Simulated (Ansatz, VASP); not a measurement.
**Two plane-wave programs on BaTiO3**

```
CELL_PARAMETERS angstrom
2.86319 1.65306 2.35650
-2.86319 1.65306 2.35650
0.00000 -3.30613 2.35650
ATOMIC_POSITIONS crystal
Ba 0.99460 0.99460 0.99460
Ti 0.48035 0.48035 0.48035
O 0.51120 0.51120 0.02185
O 0.02185 0.51120 0.51120
O 0.51120 0.02185 0.51120
```

Alike in both runs: task single point; functional PBE; k mesh 6 × 6 × 6; no spin polarisation.

|  | VASP | Ansatz |
| --- | --- | --- |
| version | VASP 6.6.1 | Ansatz 0.2.0 |
| potentials or method | VASP PAW PBE potentials, release 64 (Ba_sv, Ti_sv, O) | plane waves, PAW |
| plane-wave cutoff (eV) | 520 | 420 |
| occupations | gaussian, width 0.01 eV | fixed |
| valence electrons in the cell | 40 | 40 |

```csv
,VASP,Ansatz,Ansatz less VASP
gap on the k mesh at the Fermi level (eV),2.59,2.63,+0.044
pressure (GPa),1.6,0.0,-1.58
"traceless stress, the component that is largest in VASP (GPa)",-0.07,0.00,+0.066
rms of the force components (eV/Å),0.036,0.000,-0.0359
```

Atom by atom the forces differ by 0.036 eV/Å (rms over components).

Spin-orbit coupling is off throughout.
